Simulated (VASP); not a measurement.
Wanted: the native input for a VASP 6.6.1 run.

* Task: single point
* Functional: PBEsol
* Potentials or basis: VASP PAW PBE potentials, release 64 (Ni)
* Cutoff: 520 eV
* k mesh: 13 × 13 × 13
* Occupations: fermi-dirac, width 0.05 eV
* Spin: no spin polarisation
* Dipole correction: no
* Further INCAR settings: ALGO = Normal; EDIFF = 1e-06; NBANDS = 11

The structure of Ni lies in POSCAR:

```
Ni
1.0
    0.0000000000      1.7375729330      1.7375729330
    1.7375729330      0.0000000000      1.7375729330
    1.7375729330      1.7375729330      0.0000000000
Ni
1
Direct
    0.0000000000      0.0000000000      0.0000000000
```

These files were run (other wordings do the same):

INCAR

```
  PREC = Accurate
  ENCUT = 520
  EDIFF = 1E-6
  ISMEAR = -1
  SIGMA = 0.05
  LREAL = F
  LASPH = T
  NELM = 80
  ALGO = Normal
  ISIF = 2
  LWAVE = F
  LCHARG = F
  GGA = PS
  NBANDS = 11
```

KPOINTS

```
regular mesh
0
Gamma
  13 13 13
```

Potentials or basis: VASP PAW PBE potentials, release 64 (Ni).

Run with:

```console
$ cat potpaw_PBE.64/Ni/POTCAR > POTCAR
$ mpirun -np 1 vasp_std > vasp.out
```

It gave:

* Pressure: -3.4 GPa
* Band gap on the k mesh: zero (band 5 reaches 9.69 eV, above the bottom of band 6 at 8.70 eV)

Caveat: the PAW data sets were made with another functional, which shifts forces and pressure a little; the run has no spin polarisation, though such a crystal can be magnetic.

It took 6.6 s on 1 thread of Intel Xeon 6975P-C, on a shared host, peak memory 0.12 GiB.
